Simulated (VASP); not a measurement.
# HgSe (F-43m) in VASP: notebook

Runs on HgSe. Level: PBEsol. Tasks: single point.

All numbers are computed with VASP 6.6.1; they aren't measurements. Logs are shortened: lines on timing, memory, paths and dates and some standing lists are left out, and cuts for length are marked.

**1. The cell of the first run**

Symmetry: F-43m, No. 216, cubic system. The conventional cell has a = 5.948 Å, b = 5.948 Å, c = 5.948 Å, α = 90.00°, β = 90.00°, γ = 90.00°. Within 3.4 Å of Hg (site symmetry -43m) lie 4 Se at 2.58 Å. Se (site symmetry -43m) has 4 Hg at 2.58 Å within 3.4 Å.

**2. Single point, PBEsol (volume scaled by 0.94)**

INCAR reads:

```
SYSTEM = HgSe
PREC = Accurate
ENCUT = 500
EDIFF = 1E-6
ISMEAR = -1
SIGMA = 0.01
LREAL = .FALSE.
LASPH = .TRUE.
NELM = 120
ALGO = Normal
ISIF = 2
LWAVE = .FALSE.
LCHARG = .FALSE.
GGA = PS
NBANDS = 16
GGA_COMPAT = .FALSE.
```

KPOINTS reads:

```
Automatic mesh
0
G
  8 8 8
  0 0 0
```

POSCAR reads:

```
HgSe
1.0
    0.0000000000      2.9740234261      2.9740234261
    2.9740234261      0.0000000000      2.9740234261
    2.9740234261      2.9740234261      0.0000000000
Hg Se
1 1
Direct
    0.0000000000      0.0000000000      0.0000000000
    0.7500000000      0.7500000000      0.7500000000
```

Potentials or basis: VASP PAW PBE potentials, release 64 (Hg, Se).

Command:

```sh
$ cat potpaw_PBE.64/Hg/POTCAR potpaw_PBE.64/Se/POTCAR > POTCAR
$ mpirun -np 1 vasp_std > vasp.out
```

OUTCAR:

```text
SYSTEM = HgSe
   PREC = Accurate
   ENCUT = 500
   EDIFF = 1E-6
   ISMEAR = -1
   LREAL = .FALSE.
   LASPH = .TRUE.
   NELM = 120
   ISIF = 2
   GGA = PS

 ion  position               nearest neighbor table
   1  0.000  0.000  0.000-   2 2.58   2 2.58   2 2.58   2 2.58
   2  0.750  0.750  0.750-   1 2.58   1 2.58   1 2.58   1 2.58

  LATTYP: Found a face centered cubic cell.
 ALAT       =     5.9480468522

  Lattice vectors:

 A1 = (   0.0000000000,   2.9740234261,   2.9740234261)
 A2 = (   2.9740234261,   0.0000000000,   2.9740234261)
 A3 = (   2.9740234261,   2.9740234261,   0.0000000000)

Analysis of symmetry for initial positions (statically):
=====================================================================
 Subroutine PRICEL returns:
 Original cell was already a primitive cell.

 Routine SETGRP: Setting up the symmetry group for a
 face centered cubic supercell.

 Subroutine GETGRP returns: Found 24 space group operations
 (whereof 24 operations were pure point group operations)
 out of a pool of 48 trial point group operations.

The static configuration has the point symmetry T_d .

Analysis of symmetry for dynamics (positions and initial velocities):
=====================================================================
 Subroutine PRICEL returns:
 Original cell was already a primitive cell.

 Routine SETGRP: Setting up the symmetry group for a
 face centered cubic supercell.

 Subroutine GETGRP returns: Found 24 space group operations
 (whereof 24 operations were pure point group operations)
 out of a pool of 48 trial point group operations.

The dynamic configuration has the point symmetry T_d .

 Subroutine INISYM returns: Found 24 space group operations
 (whereof 24 operations are pure point group operations),
 and found     1 'primitive' translations

----------------------------------------------------------------------------------------

                                     Primitive cell

  volume of cell :      52.6094

  direct lattice vectors                    reciprocal lattice vectors
     0.000000000  2.974023426  2.974023426    -0.168122415  0.168122415  0.168122415
     2.974023426  0.000000000  2.974023426     0.168122415 -0.168122415  0.168122415
     2.974023426  2.974023426  0.000000000     0.168122415  0.168122415 -0.168122415

  length of vectors
     4.205904264  4.205904264  4.205904264     0.291196564  0.291196564  0.291196564

  position of ions in fractional coordinates (direct lattice)
     0.000000000  0.000000000  0.000000000
     0.750000000  0.750000000  0.750000000

  ion indices of the primitive-cell ions
   primitive index   ion index
                 1           1
                 2           2

----------------------------------------------------------------------------------------

 KPOINTS: Automatic mesh

Automatic generation of k-mesh.
 Grid dimensions read from file:
 generate k-points for:    8    8    8

 Generating k-lattice:

  Cartesian coordinates                     Fractional coordinates (reciprocal lattice)
    -0.021015302  0.021015302  0.021015302     0.125000000  0.000000000  0.000000000
     0.021015302 -0.021015302  0.021015302     0.000000000  0.125000000  0.000000000
     0.021015302  0.021015302 -0.021015302     0.000000000  0.000000000  0.125000000

  Length of vectors
     0.036399571  0.036399571  0.036399571

  Shift w.r.t. Gamma in fractional coordinates (k-lattice)
     0.000000000  0.000000000  0.000000000

 Subroutine IBZKPT returns following result:
 ===========================================

 Found     29 irreducible k-points:

 Following reciprocal coordinates:
            Coordinates               Weight
  0.000000  0.000000  0.000000      1.000000
  0.125000  0.000000  0.000000      8.000000
  0.250000  0.000000  0.000000      8.000000
  0.375000  0.000000  0.000000      8.000000
  0.500000  0.000000  0.000000      4.000000
  0.125000  0.125000  0.000000      6.000000
[... 16 lines left out ...]
  0.500000  0.250000  0.125000     48.000000
 -0.375000  0.250000  0.125000     24.000000
 [... further k-points ...]
   k-points           NKPTS =     29   k-points in BZ     NKDIM =     29   number of bands    NBANDS=     16
   number of dos      NEDOS =    301   number of ions     NIONS =      2
   total plane-waves  NPLWV =  32768
   dimension x,y,z NGX =    32 NGY =   32 NGZ =   32
   dimension x,y,z NGXF=    64 NGYF=   64 NGZF=   64
   ions per type =               1   1
   NGX,Y,Z   is equivalent  to a cutoff of  12.65, 12.65, 12.65 a.u.
   NGXF,Y,Z  is equivalent  to a cutoff of  25.30, 25.30, 25.30 a.u.
 SYSTEM =  HgSe
   PREC   = accura    normal or accurate (medium, high low for compatibility)
   ISTART =      0    job   : 0-new  1-cont  2-samecut
   ICHARG =      2    charge: 1-file 2-atom 10-const
   ISPIN  =      1    spin polarized calculation?
   LNONCOLLINEAR =      F non collinear calculations
   LSORBIT =      F    spin-orbit coupling
   LASPH  =      T    aspherical Exc in radial PAW
   ENCUT  =  500.0 eV  36.75 Ry    6.06 a.u.   7.67  7.67  7.67*2*pi/ulx,y,z
   NELM   =    120;   NELMIN=  2; NELMDL= -5     # of ELM steps
   EDIFF  = 0.1E-05   stopping-criterion for ELM
   LREAL  =      F    real-space projection
   EDIFFG = 0.1E-04   stopping-criterion for IOM
   NSW    =      0    number of steps for IOM
   IBRION =     -1    ionic relax: 0-MD 1-quasi-New 2-CG
   NFREE  =      0    steps in history (QN), initial steepest desc. (CG)
   ISIF   =      2    stress and relaxation
   ISYM   =      2    0-nonsym 1-usesym 2-fastsym
   POTIM  = 0.5000    time-step for ionic-motion
   TEBEG  =    0.0;   TEEND  =   0.0 temperature during run
   PSTRESS=    0.0 pullay stress
   NELECT =      18.0000    total number of electrons
   NUPDOWN=      -1.0000    fix difference up-down
   EMIN   =  10.00;   EMAX   =-10.00  energy-range for DOS
   EFERMI =   0.00;   METHOD = LEGACY
   ISMEAR =    -1;   SIGMA  =   0.01  broadening in eV -4-tet -1-fermi 0-gaus
   EFERMI_NEDOS =   21; number of points for ismear=-14 and -15
   IALGO  =     38    algorithm
   IMIX   =      4    mixing-type and parameters
     AMIX     =   0.40;   BMIX     =  1.00
     AMIX_MAG =   1.60;   BMIX_MAG =  1.00
  volume/ion in A,a.u.               =      26.30       177.51
  Fermi-wavevector in a.u.,A,eV,Ry     =   1.145015  2.163765 17.838054  1.311060
  Thomas-Fermi vector in A             =   2.281705
   LORBIT       =      0    0 simple, 1 ext, 2 COOP (PROOUT), +10 PAW based schemes
   GGA     = PS    functional components
   LHFCALC =     F    Hartree Fock is set to
   AEXX    =    0.0000 exact exchange contribution
   IVDW    =     0    specifies the selected vdW correction
   LEPSILON=     F    determine dielectric tensor
   LRPA    =     F    only Hartree local field effects (RPA)
 non-spin polarized calculation
  energy-cutoff  :      500.00
  volume of cell :       52.61
 maximum number of plane-waves:      1363
   NGX = 15   NGY = 15   NGZ = 15

 number of electron      17.9999998 magnetization

 Free energy of the ion-electron system (eV)
  ---------------------------------------------------
  ext. energy  EPLUGINS =         0.00000000
  ---------------------------------------------------
  free energy    TOTEN  =        -4.70923044 eV

  energy without entropy =       -4.70915585  energy(sigma->0) =       -4.70919314

 E-fermi :   2.2997     XC(G=0):  -9.5743

 val. band max:        2.2927386627   @ k =   0.0000   0.0000   0.0000
 cond. band min:       2.9040465538   @ k =   0.1250   0.0000   0.0000
 fundamental gap:      0.6113078911
 Fermi energy:         2.2996700709

 k-point     1 :       0.0000    0.0000    0.0000
  band No.  band energies     occupation
      1     -11.7199      2.00000
      2      -5.3271      2.00000
      3      -5.3271      2.00000
      4      -5.3271      2.00000
      5      -4.4535      2.00000
      6      -4.4535      2.00000
[... 8 lines left out ...]
     15      13.6917      0.00000
     16      13.6917      0.00000

 k-point     2 :       0.1250    0.0000    0.0000
  band No.  band energies     occupation
      1     -11.6418      2.00000
      2      -5.3048      2.00000
      3      -5.2918      2.00000
      4      -5.2918      2.00000
      5      -4.4568      2.00000
      6      -4.4568      2.00000
[... 8 lines left out ...]
     15      12.7050      0.00000
     16      12.7050      0.00000

 k-point     3 :       0.2500    0.0000    0.0000
  band No.  band energies     occupation
      1     -11.4467      2.00000
      2      -5.2136      2.00000
      3      -5.2136      2.00000
      4      -5.1685      2.00000
      5      -4.4510      2.00000
      6      -4.4510      2.00000
[... 8 lines left out ...]
     15      12.3997      0.00000
     16      12.3997      0.00000

 k-point     4 :       0.3750    0.0000    0.0000
  band No.  band energies     occupation
      1     -11.2420      2.00000
      2      -5.1505      2.00000
      3      -5.1505      2.00000
      4      -4.7624      2.00000
      5      -4.4192      2.00000
      6      -4.4192      2.00000
[... 8 lines left out ...]
     15      13.1837      0.00000
     16      13.1837      0.00000

 k-point     5 :       0.5000    0.0000    0.0000
  band No.  band energies     occupation
      1     -11.1544      2.00000
      2      -5.1303      2.00000
      3      -5.1303      2.00000
      4      -4.3964      2.00000
      5      -4.3964      2.00000
      6      -4.0794      2.00000
[... 8 lines left out ...]
     15      14.1784      0.00000
     16      14.1784      0.00000

 k-point     6 :       0.1250    0.1250    0.0000
  band No.  band energies     occupation
      1     -11.6157      2.00000
      2      -5.3395      2.00000
      3      -5.2584      2.00000
      4      -5.2584      2.00000
      5      -4.4837      2.00000
      6      -4.4338      2.00000
[... 8 lines left out ...]
     15      12.3170      0.00000
     16      13.7234      0.00000
[... 267 lines left out ...]
 k-point    21 :       0.5000    0.5000    0.0000
  band No.  band energies     occupation
      1     -10.9629      2.00000
      2      -5.2159      2.00000
      3      -4.7319      2.00000
      4      -4.7319      2.00000
      5      -4.3173      2.00000
      6      -4.0305      2.00000
[... 8 lines left out ...]
     15      13.9780      0.00000
     16      15.4824      0.00000

 k-point    22 :       0.3750    0.2500    0.1250
  band No.  band energies     occupation
      1     -11.2977      2.00000
      2      -5.2231      2.00000
      3      -5.0908      2.00000
      4      -5.0267      2.00000
      5      -4.4938      2.00000
      6      -4.3845      2.00000
[... 8 lines left out ...]
     15      13.7643      0.00000
     16      14.4829      0.00000

 k-point    23 :       0.5000    0.2500    0.1250
  band No.  band energies     occupation
      1     -11.1312      2.00000
      2      -5.1059      2.00000
      3      -5.0370      2.00000
      4      -4.7565      2.00000
      5      -4.4189      2.00000
      6      -4.3294      2.00000
[... 8 lines left out ...]
     15      14.0124      0.00000
     16      14.5525      0.00000

 k-point    24 :      -0.3750    0.2500    0.1250
  band No.  band energies     occupation
      1     -11.0607      2.00000
      2      -5.0811      2.00000
      3      -5.0067      2.00000
      4      -4.5331      2.00000
      5      -4.4358      2.00000
      6      -4.0343      2.00000
[... 8 lines left out ...]
     15      13.6561      0.00000
     16      14.6415      0.00000

 [... further k-points ...]
[... 5 lines left out ...]
  --------------------------------------------------------------------------------------
  -------------------------------------------------------------------------------------
  Total        2.1154315      2.1154315      2.1154315     -0.0000000     -0.0000000     -0.0000000
  in kB       64.4238102     64.4238102     64.4238102     -0.0000000     -0.0000000     -0.0000000
  external PRESSURE =      64.4238102 kB  Pullay stress =       0.0000000 kB

 VOLUME and BASIS-vectors are now :
 -----------------------------------------------------------------------------
  energy-cutoff  :      500.00
  volume of cell :       52.61
      direct lattice vectors                 reciprocal lattice vectors
     0.000000000  2.974023426  2.974023426    -0.168122415  0.168122415  0.168122415
     2.974023426  0.000000000  2.974023426     0.168122415 -0.168122415  0.168122415
     2.974023426  2.974023426  0.000000000     0.168122415  0.168122415 -0.168122415

 POSITION                                       TOTAL-FORCE (eV/Angst)
 -----------------------------------------------------------------------------------
      0.00000      0.00000      0.00000         0.000000      0.000000      0.000000
      4.46104      4.46104      4.46104        -0.000000     -0.000000     -0.000000
 -----------------------------------------------------------------------------------
    total drift:                                0.000000      0.000000      0.000000

  FREE ENERGIE OF THE ION-ELECTRON SYSTEM (eV)
  ---------------------------------------------------
  free  energy   TOTEN  =        -4.7092304389 eV

  energy  without entropy=       -4.7091558473  energy(sigma->0) =       -4.70919314
```

Run time: 51 s. Hardware: 1 thread of AMD EPYC 7R13, shared host; peak memory 0.15 GiB.

Results:

| Item | Value |
| --- | --- |
| Free energy | -4.7092 eV |
| Pressure | 6.4 GPa |
| Band gap on the k mesh | zero (filled and empty bands touch) |

Caveat: the PAW data sets were made with another functional, which shifts forces and pressure a little; spin-orbit coupling is left out, which moves the levels of the heavy elements.

**3. Single point, PBEsol (volume scaled by 0.98)**

INCAR reads:

```
SYSTEM = HgSe
ALGO = Normal
EDIFF = 1E-6
ENCUT = 500
GGA = PS
GGA_COMPAT = .False.
ISIF = 2
ISMEAR = -1
LASPH = .True.
LCHARG = .True.
LELF = .True.
LREAL = .False.
LVHAR = .True.
LWAVE = .False.
NBANDS = 16
NELM = 120
PREC = Accurate
SIGMA = 0.01
```

KPOINTS reads:

```
k-points
0
Gamma
  8 8 8
  0 0 0
```

POSCAR reads:

```
HgSe
1.0
    0.0000000000      3.0156235471      3.0156235471
    3.0156235471      0.0000000000      3.0156235471
    3.0156235471      3.0156235471      0.0000000000
Hg Se
1 1
Direct
    0.0000000000      0.0000000000      0.0000000000
    0.7500000000      0.7500000000      0.7500000000
```

Potentials or basis: VASP PAW PBE potentials, release 64 (Hg, Se).

Command:

```sh
$ cat potpaw_PBE.64/Hg/POTCAR potpaw_PBE.64/Se/POTCAR > POTCAR
$ mpirun -np 1 vasp_std > vasp.out
```

Wall time 54 s (1 thread of AMD EPYC 7R13, shared host); peak memory 0.15 GiB.

The run converged. Its results:

| Quantity | Value |
| --- | --- |
| Free energy | -4.7773 eV |
| Pressure | 3.3 GPa |
| Band gap on the k mesh | zero (filled and empty bands touch) |

Levels at points of the mesh, in eV from the Fermi level:
```
           k point  band 6  band 7  band 8  band 9  band 10  band 11  band 12  band 13
(0.00, 0.00, 0.00)   -6.55   -1.01   -0.01   -0.01    -0.01     5.37     5.37     5.37
(0.50, 0.00, 0.00)   -6.21   -5.77   -1.04   -1.04     1.02     6.16     6.16     6.93
(0.50, 0.50, 0.00)   -6.16   -5.27   -2.45   -2.45     2.73     2.80     8.40     9.89
```

Caveat: the PAW data sets were made with another functional, which shifts forces and pressure a little; spin-orbit coupling is left out, which moves the levels of the heavy elements.

**4. Single point, PBEsol (volume scaled by 1.01)**

INCAR reads:

```
SYSTEM = HgSe
PREC = Accurate
ENCUT = 500
EDIFF = 1E-6
ISMEAR = -1
SIGMA = 0.01
LREAL = .FALSE.
LASPH = .TRUE.
NELM = 120
ALGO = Normal
ISIF = 2
LWAVE = .FALSE.
LCHARG = .FALSE.
GGA = PS
NBANDS = 16
GGA_COMPAT = .FALSE.
```

KPOINTS reads:

```
regular mesh
0
G
  8 8 8
  0 0 0
```

POSCAR reads:

```
HgSe
1.0
    0.0000000000      3.0460864528      3.0460864528
    3.0460864528      0.0000000000      3.0460864528
    3.0460864528      3.0460864528      0.0000000000
Hg Se
1 1
Direct
    0.0000000000      0.0000000000      0.0000000000
    0.7500000000      0.7500000000      0.7500000000
```

Command:

```sh
$ cat potpaw_PBE.64/Hg/POTCAR potpaw_PBE.64/Se/POTCAR > POTCAR
$ mpirun -np 1 vasp_std > vasp.out
```

It took 49 s on 1 thread of AMD EPYC 7R13, shared host; peak memory 0.15 GiB.

The run converged. Its results:

- Free energy: -4.8024 eV
- Pressure: 1.4 GPa
- Band gap on the k mesh: zero (filled and empty bands touch)

Levels at points of the mesh, in eV from the Fermi level:
| k point | band 5 | band 6 | band 7 | band 8 | band 9 | band 10 | band 11 | band 12 | band 13 | band 14 |
| --- | --- | --- | --- | --- | --- | --- | --- | --- | --- | --- |
| (0.00, 0.00, 0.00) | -6.41 | -6.41 | -1.05 | -0.01 | -0.01 | -0.01 | 5.42 | 5.42 | 5.42 | 8.30 |
| (0.50, 0.00, 0.00) | -6.36 | -6.09 | -5.55 | -0.98 | -0.98 | 1.02 | 6.17 | 6.17 | 6.87 | 9.06 |
| (0.50, 0.50, 0.00) | -6.30 | -6.05 | -5.11 | -2.32 | -2.32 | 2.71 | 2.87 | 8.32 | 9.74 | 9.74 |

Caveat: the PAW data sets were made with another functional, which shifts forces and pressure a little; spin-orbit coupling is left out, which moves the levels of the heavy elements.

**5. Single point, PBEsol (volume scaled by 1.04)**

INCAR reads:

```
SYSTEM = HgSe
  PREC = Accurate
  ENCUT = 500
  EDIFF = 1E-6
  ISMEAR = -1
  SIGMA = 0.01
  LREAL = .False.
  LASPH = .True.
  NELM = 120
  ALGO = Normal
  ISIF = 2
  LWAVE = .False.
  LCHARG = .False.
  GGA = PS
  NBANDS = 16
  GGA_COMPAT = .False.
```

KPOINTS reads:

```
regular mesh
0
Gamma
  8 8 8
  0 0 0
```

POSCAR reads:

```
HgSe
1.0
    0.0000000000      3.0759519500      3.0759519500
    3.0759519500      0.0000000000      3.0759519500
    3.0759519500      3.0759519500      0.0000000000
Hg Se
1 1
Direct
    0.0000000000      0.0000000000      0.0000000000
    0.7500000000      0.7500000000      0.7500000000
```

Command:

```sh
$ cat potpaw_PBE.64/Hg/POTCAR potpaw_PBE.64/Se/POTCAR > POTCAR
$ mpirun -np 1 vasp_std > vasp.out
```

Wall time 52 s (1 thread of AMD EPYC 7R13, shared host); peak memory 0.16 GiB.

Results (log left out):

- Free energy: -4.8092 eV
- Pressure: -0.2 GPa
- Band gap on the k mesh: zero (filled and empty bands touch)

Levels at points of the mesh, in eV from the Fermi level:
```csv
k point,band 7,band 8,band 9,band 10,band 11,band 12
"(0.00, 0.00, 0.00)",-1.08,-0.01,-0.01,-0.01,5.45,5.45
"(0.50, 0.00, 0.00)",-5.34,-0.93,-0.93,1.02,6.19,6.19
"(0.50, 0.50, 0.00)",-4.97,-2.19,-2.19,2.68,2.94,8.25
```

Caveat: the PAW data sets were made with another functional, which shifts forces and pressure a little; spin-orbit coupling is left out, which moves the levels of the heavy elements.

**6. Overview**

| cell | gap on the mesh (eV) | pressure (GPa) |
| --- | --- | --- |
| a = 4.206 Å, angles 60.0°, 2 atoms | none | 6.4 |
| a = 4.265 Å, angles 60.0°, 2 atoms | none | 3.3 |
| a = 4.308 Å, angles 60.0°, 2 atoms | none | 1.4 |
| a = 4.350 Å, angles 60.0°, 2 atoms | none | -0.2 |

Alike in all rows: task single point; level PBEsol; potentials or basis VASP PAW PBE potentials, release 64 (Hg, Se); no spin polarisation; k mesh 8 × 8 × 8; cutoff (eV) 500; smearing fermi-dirac 0.01 eV.

Caveats: the PAW data sets were made with another functional, which shifts forces and pressure a little; spin-orbit coupling is left out, which moves the levels of the heavy elements.

Total energies depend on the potentials used, so only differences within one code and one set of settings carry meaning.
